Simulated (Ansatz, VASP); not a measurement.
ScW: VASP beside Ansatz

The input INCAR:

```
SYSTEM = ScW
ALGO     = Fast           ! electronic algorithm
EDIFF    = 1E-6           ! SCF threshold, eV
EDIFFG   = -0.01          ! ionic threshold
ENCUT    = 600            ! plane-wave cutoff, eV
GGA      = PE             ! functional
IBRION   = 2              ! ionic algorithm
ISIF     = 3              ! what is computed and relaxed
ISMEAR   = 0              ! smearing method
LASPH    = .True.         ! aspherical terms in the spheres
LCHARG   = .False.        ! write CHGCAR
LREAL    = .False.        ! projectors in reciprocal space
LWAVE    = .False.        ! write WAVECAR
NELM     = 80             ! most SCF steps
NSW      = 100            ! ionic steps
PREC     = Accurate       ! precision mode
SIGMA    = 0.1            ! smearing width, eV
```

KPOINTS

```
k-points
0
Gamma
  16 16 16
  0 0 0
```

POSCAR

```
ScW
1.0
    3.3101507894      0.0000000000      0.0000000000
    0.0000000000      3.3101507894      0.0000000000
    0.0000000000      0.0000000000      3.3101507894
Sc W
1 1
Direct
    0.0000000000      0.0000000000      0.0000000000
    0.5000000000      0.5000000000      0.5000000000
```

Input for Ansatz:

```yaml
crystal:
  lattice:
    - [3.3101507894, 0.0, 0.0]
    - [0.0, 3.3101507894, 0.0]
    - [0.0, 0.0, 3.3101507894]
  atoms:
    - { symbol: Sc, position: [0.0, 0.0, 0.0] }
    - { symbol: W, position: [0.5, 0.5, 0.5] }
basis:
  ecutwfc: 420
kpoints:
  mp_grid: { grid: [16, 16, 16] }
hamiltonian:
  xc: pbe
scf:
  occupations: { method: gaussian, width: 0.1 }
output:
  forces: true
  stress: true
  eigenvalues: true
  write_density: true
  write_potential: true
  elf: true
  volumetric_format: npy
relax:
  adjacent_minimum: "off"
  f_tol: 0.01
  max_steps: 80
  cell: { stress_tol: 0.05 }
```

Alike in both runs: task relaxation of cell and atoms; functional PBE; k mesh 16 × 16 × 16; occupations gaussian, width 0.1 eV; no spin polarisation.

|  | VASP | Ansatz |
| --- | --- | --- |
| version | VASP 6.6.1 | Ansatz 0.2.0 |
| potentials or method | VASP PAW PBE potentials, release 64 (Sc_sv, W_sv), cutoff 600 eV | scalar-relativistic, plane waves, PAW |
| valence electrons in the cell | 25 | 25 |

Ansatz gave:

| Quantity | Value |
| --- | --- |
| gap on the k mesh at the Fermi level, each at its own relaxed structure (eV) | none |
| relaxed volume (Å³/atom) | 18.32 |
| relaxed length of the cell vector where the two differ most in proportion (Å) | 3.322 |

**Question.** What did VASP give for the same quantities?

**Answer.** gap on the k mesh at the Fermi level, each at its own relaxed structure (eV): none; relaxed volume (Å³/atom): 18.36; relaxed length of the cell vector where the two differ most in proportion (Å): 3.324.

A gap of «none» marks a metal or a gap that the smearing closes.

Spin-orbit coupling is off throughout.
